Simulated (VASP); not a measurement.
A run of VASP 6.6.1:

File INCAR:

```
SYSTEM = Si2Mo
ALGO = Normal
EDIFF = 1E-6
ENCUT = 520
GGA = PS
ISIF = 2
ISMEAR = 0
LASPH = .True.
LCHARG = .False.
LREAL = Auto
LWAVE = .False.
NBANDS = 81
NELM = 80
PREC = Accurate
SIGMA = 0.15
```

KPOINTS

```
k-points
0
Gamma
  10 10 3
  0 0 0
```

Contents of POSCAR:

```
Si2Mo
1.0
   -4.5744403910      0.0000000000      0.0000000000
   -2.2872201955     -3.9615815867      0.0000000000
    0.0000000000      0.0000000000     13.1331144996
Si Mo
12 6
Direct
    0.6716638696      0.1641680652      0.4166666667
    0.6716638696      0.1641680652      0.9166666667
    0.8358319348      0.8358319348      0.0833333333
    0.8358319348      0.8358319348      0.5833333333
    0.8358319348      0.3283361304      0.2500000000
    0.8358319348      0.3283361304      0.7500000000
    0.3283361304      0.8358319348      0.4166666667
    0.3283361304      0.8358319348      0.9166666667
    0.1641680652      0.1641680652      0.0833333333
    0.1641680652      0.1641680652      0.5833333333
    0.1641680652      0.6716638696      0.2500000000
    0.1641680652      0.6716638696      0.7500000000
    0.5000000000      1.0000000000      0.2500000000
    0.5000000000      1.0000000000      0.7500000000
    0.5000000000      0.5000000000      0.0833333333
    0.5000000000      0.5000000000      0.5833333333
    0.0000000000      0.5000000000      0.4166666667
    0.0000000000      0.5000000000      0.9166666667
```

Potentials or basis: VASP PAW PBE potentials, release 64 (Si, Mo_sv).

Launch:

```console
$ cat potpaw_PBE.64/Si/POTCAR potpaw_PBE.64/Mo_sv/POTCAR > POTCAR
$ mpirun -np 1 vasp_std > vasp.out
```

Hardware: 1 thread of Intel Xeon 8259CL (shared host).

Question: How long does it take, and how much memory?

Answer: Wall time 22 min on 1 thread of Intel Xeon 8259CL, with other jobs on the host, peak memory 0.55 GiB. Counts: scf iterations 14, k points 28.
